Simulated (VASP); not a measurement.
# CoH3 (Pm-3m) in VASP: notebook

Runs on CoH3. Level: PBE. Tasks: relaxation of cell and atoms.

Everything below comes from runs of VASP 6.6.1. Logs are shortened: lines on timing, memory, paths and dates and some standing lists are left out, and cuts for length are marked.

## Step 1: The cell of the first run

The structure is cubic, space group Pm-3m (No. 221). Conventional cell: a = 3.229 Å, b = 3.229 Å, c = 3.229 Å, α = 90.00°, β = 90.00°, γ = 90.00°. Within 3.0 Å of Co (site symmetry m-3m) lie 12 H at 2.28 Å. Within 3.0 Å of H (site symmetry 4/mmm) lie 4 Co at 2.28 Å and 8 H at 2.28 Å.

The cell was built from a structure type or drawn by symmetry, and may not be a known phase.

## Step 2: Relaxation of cell and atoms, PBE, collinear spin, ferromagnetic start

INCAR reads:

```
PREC = Accurate ; ENCUT = 600
EDIFF = 1E-6 ; ISMEAR = 0
SIGMA = 0.15 ; LREAL = False
LASPH = True ; NELM = 150
ALGO = Normal ; ISIF = 3
LWAVE = False ; LCHARG = False
ISPIN = 2 ; MAGMOM = 3 0 0 0
LORBIT = 11 ; LMAXMIX = 4
GGA = PE ; IBRION = 2
NSW = 36 ; EDIFFG = -0.08
```

KPOINTS reads:

```
Automatic mesh
0
Gamma
  4 4 4
```

POSCAR reads:

```
CoH3
1.0
    3.2291776300      0.0000000000      0.0000000000
    0.0000000000      3.2291776300      0.0000000000
    0.0000000000      0.0000000000      3.2291776300
Co H
1 3
Direct
    0.0000000000      0.0000000000      0.0000000000
    0.0000000000      0.5000000000      0.5000000000
    0.5000000000      0.0000000000      0.5000000000
    0.5000000000      0.5000000000      0.0000000000
```

Potentials or basis: VASP PAW PBE potentials, release 64 (Co, H).

Launch:

```console
cat potpaw_PBE.64/Co/POTCAR potpaw_PBE.64/H/POTCAR > POTCAR
mpirun -np 1 vasp_std > vasp.out
```

OUTCAR:

```text
PREC = Accurate
   ENCUT = 600
   EDIFF = 1E-6
   ISMEAR = 0
   LREAL = False
   LASPH = True
   NELM = 150
   ISIF = 3
   ISPIN = 2
   LORBIT = 11
   GGA = PE
   IBRION = 2
   NSW = 36
   EDIFFG = -0.08

 ion  position               nearest neighbor table
   1  0.000  0.000  0.000-
   2  0.000  0.500  0.500-
   3  0.500  0.000  0.500-
   4  0.500  0.500  0.000-

  LATTYP: Found a simple cubic cell.
 ALAT       =     3.2291776300

  Lattice vectors:

 A1 = (   3.2291776300,   0.0000000000,   0.0000000000)
 A2 = (   0.0000000000,   3.2291776300,   0.0000000000)
 A3 = (   0.0000000000,   0.0000000000,   3.2291776300)

Analysis of symmetry for initial positions (statically):
=====================================================================
 Subroutine PRICEL returns:
 Original cell was already a primitive cell.

 Routine SETGRP: Setting up the symmetry group for a
 simple cubic supercell.

 Subroutine GETGRP returns: Found 48 space group operations
 (whereof 48 operations were pure point group operations)
 out of a pool of 48 trial point group operations.

The static configuration has the point symmetry O_h .

Analysis of symmetry for dynamics (positions and initial velocities):
=====================================================================
 Subroutine PRICEL returns:
 Original cell was already a primitive cell.

 Routine SETGRP: Setting up the symmetry group for a
 simple cubic supercell.

 Subroutine GETGRP returns: Found 48 space group operations
 (whereof 48 operations were pure point group operations)
 out of a pool of 48 trial point group operations.

The dynamic configuration has the point symmetry O_h .

Analysis of structural, dynamic, and magnetic symmetry:
=====================================================================
 Subroutine PRICEL returns:
 Original cell was already a primitive cell.

 Routine SETGRP: Setting up the symmetry group for a
 simple cubic supercell.

 Subroutine GETGRP returns: Found 48 space group operations
 (whereof 48 operations were pure point group operations)
 out of a pool of 48 trial point group operations.

The overall configuration has the point symmetry O_h .

 Subroutine INISYM returns: Found 48 space group operations
 (whereof 48 operations are pure point group operations),
 and found     1 'primitive' translations

----------------------------------------------------------------------------------------

                                     Primitive cell

  volume of cell :      33.6725

  direct lattice vectors                    reciprocal lattice vectors
     3.229177630  0.000000000  0.000000000     0.309676368  0.000000000  0.000000000
     0.000000000  3.229177630  0.000000000     0.000000000  0.309676368  0.000000000
     0.000000000  0.000000000  3.229177630     0.000000000  0.000000000  0.309676368

  length of vectors
     3.229177630  3.229177630  3.229177630     0.309676368  0.309676368  0.309676368

  position of ions in fractional coordinates (direct lattice)
     0.000000000  0.000000000  0.000000000
     0.000000000  0.500000000  0.500000000
     0.500000000  0.000000000  0.500000000
     0.500000000  0.500000000  0.000000000

  ion indices of the primitive-cell ions
   primitive index   ion index
                 1           1
                 2           2
                 3           3
                 4           4

----------------------------------------------------------------------------------------

 KPOINTS: Automatic mesh

Automatic generation of k-mesh.
 Grid dimensions read from file:
 generate k-points for:    4    4    4

 Generating k-lattice:

  Cartesian coordinates                     Fractional coordinates (reciprocal lattice)
     0.077419092  0.000000000  0.000000000     0.250000000  0.000000000  0.000000000
     0.000000000  0.077419092  0.000000000     0.000000000  0.250000000  0.000000000
     0.000000000  0.000000000  0.077419092     0.000000000  0.000000000  0.250000000

  Length of vectors
     0.077419092  0.077419092  0.077419092

  Shift w.r.t. Gamma in fractional coordinates (k-lattice)
     0.000000000  0.000000000  0.000000000

 Subroutine IBZKPT returns following result:
 ===========================================

 Found     10 irreducible k-points:

 Following reciprocal coordinates:
            Coordinates               Weight
  0.000000  0.000000  0.000000      1.000000
  0.250000  0.000000  0.000000      6.000000
  0.500000  0.000000  0.000000      3.000000
  0.250000  0.250000  0.000000     12.000000
  0.500000  0.250000  0.000000     12.000000
  0.500000  0.500000  0.000000      3.000000
  0.250000  0.250000  0.250000      8.000000
  0.500000  0.250000  0.250000     12.000000
  0.500000  0.500000  0.250000      6.000000
  0.500000  0.500000  0.500000      1.000000
   k-points           NKPTS =     10   k-points in BZ     NKDIM =     10   number of bands    NBANDS=     12
   number of dos      NEDOS =    301   number of ions     NIONS =      4
   total plane-waves  NPLWV =  21952
   dimension x,y,z NGX =    28 NGY =   28 NGZ =   28
   dimension x,y,z NGXF=    56 NGYF=   56 NGZF=   56
   ions per type =               1   3
   NGX,Y,Z   is equivalent  to a cutoff of  14.42, 14.42, 14.42 a.u.
   NGXF,Y,Z  is equivalent  to a cutoff of  28.83, 28.83, 28.83 a.u.
 SYSTEM =  unknown system
   PREC   = accura    normal or accurate (medium, high low for compatibility)
   ISTART =      0    job   : 0-new  1-cont  2-samecut
   ICHARG =      2    charge: 1-file 2-atom 10-const
   ISPIN  =      2    spin polarized calculation?
   LNONCOLLINEAR =      F non collinear calculations
   LSORBIT =      F    spin-orbit coupling
   LASPH  =      T    aspherical Exc in radial PAW
   ENCUT  =  600.0 eV  44.10 Ry    6.64 a.u.   6.45  6.45  6.45*2*pi/ulx,y,z
   NELM   =    150;   NELMIN=  2; NELMDL= -5     # of ELM steps
   EDIFF  = 0.1E-05   stopping-criterion for ELM
   LREAL  =      F    real-space projection
   EDIFFG = -.8E-01   stopping-criterion for IOM
   NSW    =     36    number of steps for IOM
   IBRION =      2    ionic relax: 0-MD 1-quasi-New 2-CG
   NFREE  =      1    steps in history (QN), initial steepest desc. (CG)
   ISIF   =      3    stress and relaxation
   ISYM   =      2    0-nonsym 1-usesym 2-fastsym
   POTIM  = 0.5000    time-step for ionic-motion
   TEBEG  =    0.0;   TEEND  =   0.0 temperature during run
   PSTRESS=    0.0 pullay stress
   NELECT =      12.0000    total number of electrons
   NUPDOWN=      -1.0000    fix difference up-down
   EMIN   =  10.00;   EMAX   =-10.00  energy-range for DOS
   EFERMI =   0.00;   METHOD = LEGACY
   ISMEAR =     0;   SIGMA  =   0.15  broadening in eV -4-tet -1-fermi 0-gaus
   EFERMI_NEDOS =   21; number of points for ismear=-14 and -15
   IALGO  =     38    algorithm
   IMIX   =      4    mixing-type and parameters
     AMIX     =   0.40;   BMIX     =  1.00
     AMIX_MAG =   1.60;   BMIX_MAG =  1.00
  volume/ion in A,a.u.               =       8.42        56.81
  Fermi-wavevector in a.u.,A,eV,Ry     =   1.160673  2.193354 18.329257  1.347162
  Thomas-Fermi vector in A             =   2.297253
   LORBIT       =     11    0 simple, 1 ext, 2 COOP (PROOUT), +10 PAW based schemes
   GGA     = PE    functional components
   LHFCALC =     F    Hartree Fock is set to
   AEXX    =    0.0000 exact exchange contribution
   IVDW    =     0    specifies the selected vdW correction
   LEPSILON=     F    determine dielectric tensor
   LRPA    =     F    only Hartree local field effects (RPA)
 conjugate gradient relaxation of ions
 spin polarized calculation
 Gauss-broadening in eV      SIGMA  =   0.15
  energy-cutoff  :      600.00
  volume of cell :       33.67
 maximum number of plane-waves:      1141
 NGX is ok and might be reduce to    28
   NGX = 13   NGY = 13   NGZ = 13

--------------------------------------- Ionic step        1  -------------------------------------------

 number of electron      12.0000003 magnetization       1.0799896

 Free energy of the ion-electron system (eV)
  ---------------------------------------------------
  ext. energy  EPLUGINS =         0.00000000
  ---------------------------------------------------
  free energy    TOTEN  =       -13.27086625 eV

  energy without entropy =      -13.24712513  energy(sigma->0) =      -13.25899569

 E-fermi :   1.9104     XC(G=0):  -9.8765

 val. band max:        1.8999656598   @ k =   0.0000   0.0000   0.0000
 cond. band min:       1.9145674094   @ k =   0.2500   0.0000   0.0000
 fundamental gap:      0.0146017496
 Fermi energy:         1.9103937621

 spin component 1

 k-point     1 :       0.0000    0.0000    0.0000
  band No.  band energies     occupation
      1      -6.5589      1.00000
      2      -0.7346      1.00000
      3      -0.7346      1.00000
      4       0.7889      1.00000
      5       0.7889      1.00000
      6       0.7889      1.00000
      7       4.7997      0.00000
      8       4.7997      0.00000
      9       9.8164      0.00000
     10       9.8164      0.00000
     11       9.8164      0.00000
     12      11.1106      0.00000
[... 441 lines left out ...]
--------------------------------------- Ionic step        5  -------------------------------------------

 number of electron      11.9999998 magnetization      -0.0000043

 number of electron      11.9999998 magnetization       0.0000030

 E-fermi :  10.9942     XC(G=0): -13.6376

 val. band max:       10.5731256433   @ k =   0.5000   0.5000   0.5000
 cond. band min:      11.0651496722   @ k =   0.5000   0.2500   0.0000
 fundamental gap:      0.4920240289
 Fermi energy:        10.9941835805

 spin component 1

 k-point     1 :       0.0000    0.0000    0.0000
  band No.  band energies     occupation
      1      -5.4692      1.00000
      2       4.9924      1.00000
      3       4.9924      1.00000
      4       9.7212      1.00000
      5       9.7212      1.00000
      6       9.7212      1.00000
      7      17.5992      0.00000
      8      17.5992      0.00000
      9      21.9198      0.00000
     10      21.9198      0.00000
     11      21.9198      0.00000
     12      28.9960      0.00000
[... 359 lines left out ...]
  energy  without entropy=      -16.0610005110  energy(sigma->0) =      -16.06935788

--------------------------------------- Ionic step        7  -------------------------------------------

 number of electron      12.0000001 magnetization       0.0000118

 Free energy of the ion-electron system (eV)
  ---------------------------------------------------
  ext. energy  EPLUGINS =         0.00000000
  ---------------------------------------------------
  free energy    TOTEN  =       -16.10244803 eV

  energy without entropy =      -16.08539411  energy(sigma->0) =      -16.09392107

 E-fermi :   8.4038     XC(G=0): -12.7412

 val. band max:        8.0632966962   @ k =   0.5000   0.5000   0.5000
 cond. band min:       8.4602061583   @ k =   0.5000   0.2500   0.0000
 fundamental gap:      0.3969094621
 Fermi energy:         8.4037783667

 spin component 1

 k-point     1 :       0.0000    0.0000    0.0000
  band No.  band energies     occupation
      1      -5.9408      1.00000
      2       3.6275      1.00000
      3       3.6275      1.00000
      4       7.4096      1.00000
      5       7.4096      1.00000
      6       7.4096      1.00000
      7      14.0896      0.00000
      8      14.0896      0.00000
      9      18.6064      0.00000
     10      18.6064      0.00000
     11      18.6064      0.00000
     12      24.2413      0.00000
[... 317 lines left out ...]
  FREE ENERGIE OF THE ION-ELECTRON SYSTEM (eV)
  ---------------------------------------------------
  free  energy   TOTEN  =       -16.1024480288 eV

  energy  without entropy=      -16.0853941098  energy(sigma->0) =      -16.09392107

 reached required accuracy - stopping structural energy minimisation

 total charge

# of ion       s       p       d       tot
------------------------------------------
    1        0.402   0.576   7.535   8.513
    2        0.476   0.030   0.000   0.506
    3        0.476   0.030   0.000   0.506
    4        0.476   0.030   0.000   0.506
--------------------------------------------------
tot          1.830   0.667   7.535  10.031

 magnetization (x)

# of ion       s       p       d       tot
------------------------------------------
    1        0.000   0.000   0.000   0.000
    2       -0.000  -0.000   0.000  -0.000
    3       -0.000  -0.000   0.000  -0.000
    4       -0.000  -0.000   0.000  -0.000
--------------------------------------------------
tot          0.000   0.000   0.000   0.000
```

It took 2.4 min on 1 thread of AMD EPYC 7R43 (Zen 3), shared host; peak memory 0.16 GiB.

Results:

```yaml
Free_energy: -16.1024 eV
Relaxed_volume: 4.47 Å³/atom
Relaxed_cell: a = 2.616 Å, b = 2.616 Å, c = 2.616 Å, α = 90.00°, β = 90.00°, γ = 90.00°
Space_group_after_relaxing_to_0.1_Å: Pm-3m (No. 221)
Pressure_after_relaxing: 0.7 GPa
Band_gap_on_the_k_mesh: zero (filled and empty bands overlap)
Net_moment: 0.00 μB per cell
Valence_electrons_inside_the_program's_atomic_spheres: Co 8.51; H 0.51
```

Final structure:
```yaml
crystal:
  lattice:
    - [2.61558, 0.00000, 0.00000]
    - [0.00000, 2.61558, 0.00000]
    - [0.00000, 0.00000, 2.61558]
  atoms:
    - { symbol: Co, position: [0.00000, 0.00000, 0.00000] }
    - { symbol: H, position: [0.00000, 0.50000, 0.50000] }
    - { symbol: H, position: [0.50000, 0.00000, 0.50000] }
    - { symbol: H, position: [0.50000, 0.50000, 0.00000] }
```

Levels at points of the mesh, in eV from the Fermi level:
Spin up:
```
           k point  band 4  band 5  band 6  band 7  band 8  band 9
(0.00, 0.00, 0.00)   -0.99   -0.99   -0.99    5.69    5.69   10.20
(0.50, 0.00, 0.00)   -2.02   -2.02   -0.91    0.29    3.39   14.46
(0.50, 0.50, 0.00)   -3.52   -1.78   -1.78   -0.40    2.99    4.97
(0.50, 0.50, 0.50)   -0.34   -0.34    4.03    4.03    4.03    4.88
```
Spin down:
```
           k point  band 3  band 4  band 5  band 6  band 7  band 8  band 9  band 10
(0.00, 0.00, 0.00)   -4.78   -0.99   -0.99   -0.99    5.69    5.69   10.20    10.20
(0.50, 0.00, 0.00)   -3.31   -2.02   -2.02   -0.91    0.29    3.39   14.46    16.32
(0.50, 0.50, 0.00)   -5.07   -3.52   -1.78   -1.78   -0.40    2.99    4.97    15.62
(0.50, 0.50, 0.50)   -6.46   -0.34   -0.34    4.03    4.03    4.03    4.88     4.88
```

Caveat: the k points lie up to 0.60 Å⁻¹ apart in the final cell, too coarse for converged energies and pressures of a metal; the volume moved by over 15 % at a fixed basis, so the end points are rough.

## Step 3: Relaxation of cell and atoms, PBE, collinear spin, ferromagnetic start

This run uses another cell than the first one, of 9.69 Å³/atom.

INCAR reads:

```
SYSTEM = CoH3
  PREC = Accurate
  ENCUT = 600
  EDIFF = 1E-6
  ISMEAR = 0
  SIGMA = 0.15
  LREAL = .FALSE.
  LASPH = .TRUE.
  NELM = 150
  ALGO = Normal
  ISIF = 3
  LWAVE = .FALSE.
  LCHARG = .FALSE.
  ISPIN = 2
  MAGMOM = 3 0 0 0
  LORBIT = 11
  LMAXMIX = 4
  GGA = PE
  IBRION = 2
  NSW = 36
  EDIFFG = -0.08
```

KPOINTS reads:

```
Automatic mesh
0
G
  4 4 4
  0 0 0
```

POSCAR reads:

```
CoH3
1.0
    3.3846594300      0.0000000000      0.0000000000
    0.0000000000      3.3846594300      0.0000000000
    0.0000000000      0.0000000000      3.3846594300
Co H
1 3
Direct
    0.5000000000      0.5000000000      0.5000000000
    0.5000000000      0.0000000000      0.0000000000
    0.0000000000      0.5000000000      0.0000000000
    0.0000000000      0.0000000000      0.5000000000
```

Potentials or basis: VASP PAW PBE potentials, release 64 (Co, H).

Launch:

```console
cat potpaw_PBE.64/Co/POTCAR potpaw_PBE.64/H/POTCAR > POTCAR
mpirun -np 1 vasp_std > vasp.out
```

Wall time 2.3 min (1 thread of AMD EPYC 7R43 (Zen 3), shared host); peak memory 0.16 GiB.

It converged, with:

| Item | Value |
| --- | --- |
| Free energy | -16.1028 eV |
| Relaxed volume | 4.51 Å³/atom |
| Relaxed cell | a = 2.622 Å, b = 2.622 Å, c = 2.622 Å, α = 90.00°, β = 90.00°, γ = 90.00° |
| Space group after relaxing (to 0.1 Å) | Pm-3m (No. 221) |
| Pressure after relaxing | -0.8 GPa |
| Band gap on the k mesh | zero (filled and empty bands overlap) |
| Net moment | 0.00 μB per cell |
| Valence electrons inside the program's atomic spheres | Co 8.50; H 0.50 |

Final structure:
```
Co H
1.0
     2.62219    0.00000    0.00000
     0.00000    2.62219    0.00000
     0.00000    0.00000    2.62219
Co H
1 3
Direct
  0.50000 0.50000 0.50000
  0.50000 0.00000 0.00000
  0.00000 0.50000 0.00000
  0.00000 0.00000 0.50000
```

Levels at points of the mesh, in eV from the Fermi level:
Spin up:
```tsv
k point	band 2	band 3	band 4	band 5	band 6	band 7	band 8	band 9	band 10	band 11
(0.00, 0.00, 0.00)	-4.73	-4.73	-0.98	-0.98	-0.98	5.65	5.65	10.17	10.17	10.17
(0.50, 0.00, 0.00)	-8.75	-3.28	-2.00	-2.00	-0.90	0.28	3.38	14.36	16.25	16.25
(0.50, 0.50, 0.00)	-5.04	-5.04	-3.48	-1.76	-1.76	-0.39	2.97	4.93	15.55	15.55
(0.50, 0.50, 0.50)	-6.40	-6.40	-0.34	-0.34	4.00	4.00	4.00	4.86	4.86	4.86
```
Spin down:
| k point | band 3 | band 4 | band 5 | band 6 | band 7 | band 8 | band 9 | band 10 |
| --- | --- | --- | --- | --- | --- | --- | --- | --- |
| (0.00, 0.00, 0.00) | -4.73 | -0.98 | -0.98 | -0.98 | 5.65 | 5.65 | 10.17 | 10.17 |
| (0.50, 0.00, 0.00) | -3.27 | -1.99 | -1.99 | -0.90 | 0.28 | 3.38 | 14.36 | 16.25 |
| (0.50, 0.50, 0.00) | -5.04 | -3.48 | -1.76 | -1.76 | -0.39 | 2.97 | 4.93 | 15.55 |
| (0.50, 0.50, 0.50) | -6.40 | -0.34 | -0.34 | 4.00 | 4.00 | 4.00 | 4.86 | 4.86 |

Caveat: the k points lie up to 0.60 Å⁻¹ apart in the final cell, too coarse for converged energies and pressures of a metal; the volume moved by over 15 % at a fixed basis, so the end points are rough.
